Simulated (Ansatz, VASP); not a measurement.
Se: VASP beside Ansatz

```xyz
1
Lattice="1.9558 1.1292 1.6287 -1.9558 1.1292 1.6287 0.0000 -2.2584 1.6287" Properties=species:S:1:pos:R:3 pbc="T T T"
Se    0.0000    0.0000    2.4431
```

Alike in both runs: functional PBEsol; k mesh 15 × 15 × 15; occupations gaussian, width 0.1 eV; no spin polarisation.

Ansatz relaxed the structure, and its values are those at the end. VASP's run is a single point on that final structure, the one shown.

|  | VASP | Ansatz |
| --- | --- | --- |
| version | VASP 6.6.1 | Ansatz 0.2.0 |
| potentials or method | VASP PAW PBE potentials, release 64 (Se), cutoff 520 eV | scalar-relativistic, plane waves, PAW |
| valence electrons in the cell | 6 | 16 |

VASP gave:

* gap on the k mesh at the Fermi level (eV): none
* pressure (GPa): 0.1

Question: What did Ansatz give for the same quantities?

Answer: gap on the k mesh at the Fermi level (eV): none; pressure (GPa): 0.0.

VASP's potentials were made for PBE, not for PBEsol. A gap of «none» marks a metal or a gap that the smearing closes. With one functional, cell and mesh, what is left measures potentials, basis and numerics. VASP's potentials hold 6 valence electrons a cell and Ansatz's 16, so a difference there can come from the potentials and not from the codes.
